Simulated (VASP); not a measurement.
MgCd3O4: single point with PBE

The system is MgCd3O4.

```
CELL_PARAMETERS angstrom
4.68005 0.00000 0.00000
0.00000 4.68005 0.00000
0.00000 0.00000 4.68005
ATOMIC_POSITIONS crystal
Mg 0.50000 0.50000 0.50000
Cd 0.50000 0.00000 0.00000
Cd 0.00000 0.00000 0.50000
Cd 0.00000 0.50000 0.00000
O 0.00000 0.50000 0.50000
O 0.50000 0.50000 0.00000
O 0.00000 0.00000 0.00000
O 0.50000 0.00000 0.50000
```

```
Program                : VASP 6.6.1
Task                   : single point
Functional             : PBE
Potentials or basis    : VASP PAW PBE potentials, release 64 (Mg, Cd, O)
Cutoff                 : 520 eV
k mesh                 : 8 × 8 × 8
Occupations            : gaussian, width 0.1 eV
Spin                   : no spin polarisation
Dipole correction      : no
Further INCAR settings : ALGO = Normal; EDIFF = 1e-06; NBANDS = 41
```

The pressure is 1.0 GPa and the band gap on the k mesh is zero (bands 31 and 32 overlap by 0.16 eV).

Levels at points of the mesh, in eV from the Fermi level:
```tsv
k point	band 29	band 30	band 31	band 32	band 33	band 34
(0.00, 0.00, 0.00)	-1.43	-1.43	-1.43	-0.25	3.80	3.80
(0.50, 0.00, 0.00)	-1.89	-1.68	-1.68	3.53	3.69	5.97
(0.50, 0.50, 0.00)	-0.22	-0.22	-0.20	5.11	5.20	5.20
(0.50, 0.50, 0.50)	-0.09	-0.09	-0.09	4.35	4.49	4.49
```

It took 85 s on 1 thread of Intel(R) Xeon(R) Platinum 8488C (Sapphire Rapids) (shared host), peak memory 0.27 GiB.

Caveat: semilocal functionals underestimate gaps, so a narrow gap can read as zero.
